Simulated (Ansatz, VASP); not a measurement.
## One calculation of Pt, two programs

INCAR

```
ALGO     = Fast           # electronic algorithm
EDIFF    = 1E-6           # SCF threshold, eV
ENCUT    = 520            # plane-wave cutoff, eV
GGA      = PS             # functional
ISIF     = 2              # what is computed and relaxed
ISMEAR   = 0              # smearing method
LASPH    = True           # aspherical terms in the spheres
LCHARG   = True           # write CHGCAR
LELF     = True           # ELF
LREAL    = False          # projectors in reciprocal space
LVHAR    = True         
LWAVE    = False          # write WAVECAR
NBANDS   = 11             # bands
NELM     = 80             # most SCF steps
PREC     = Accurate       # precision mode
SIGMA    = 0.15           # smearing width, eV
```

File KPOINTS:

```
k-points
0
Gamma
  22 22 22
```

Contents of POSCAR:

```
Pt
1.0
   -1.5723383500      1.5723383500      1.5842200000
    1.5723383500     -1.5723383500      1.5842200000
    1.5961016500      1.5961016500     -1.5842200000
Pt
1
Direct
    0.0000000000      0.0000000000      0.0000000000
```

Input for Ansatz:

```yaml
crystal:
  lattice:
    - [-1.57233835, 1.57233835, 1.58422]
    - [1.57233835, -1.57233835, 1.58422]
    - [1.59610165, 1.59610165, -1.58422]
  atoms:
    - { symbol: Pt, position: [0.0, 0.0, 0.0] }
basis:
  ecutwfc: 420
kpoints:
  mp_grid: { grid: [22, 22, 22] }
hamiltonian:
  xc: pbesol
scf:
  occupations: { method: gaussian, width: 0.15 }
output:
  forces: true
  stress: true
  eigenvalues: true
```

Change from the starting cell: strain +0.0150 x Voigt [0, 0, 0, 0, 0, 1], atoms carried along.

Alike in both runs: task single point; functional PBEsol; k mesh 22 × 22 × 22; occupations gaussian, width 0.15 eV; no spin polarisation.

|  | VASP | Ansatz |
| --- | --- | --- |
| version | VASP 6.6.1 | Ansatz 0.2.0 |
| potentials or method | VASP PAW PBE potentials, release 64 (Pt), cutoff 520 eV | scalar-relativistic, plane waves, PAW |
| valence electrons in the cell | 10 | 18 |

|  | VASP | Ansatz | Ansatz less VASP |
| --- | --- | --- | --- |
| gap on the k mesh at the Fermi level (eV) | none | none | - |
| pressure (GPa) | -11.2 | -10.9 | +0.36 |
| traceless stress, the component that is largest in VASP (GPa) | -2.15 | -2.17 | -0.014 |

VASP's potentials were made for PBE, not for PBEsol. A gap of «none» marks a metal or a gap that the smearing closes. VASP's potentials hold 10 valence electrons a cell and Ansatz's 18, so a difference there can come from the potentials and not from the codes.

Neither program's run includes spin-orbit coupling.
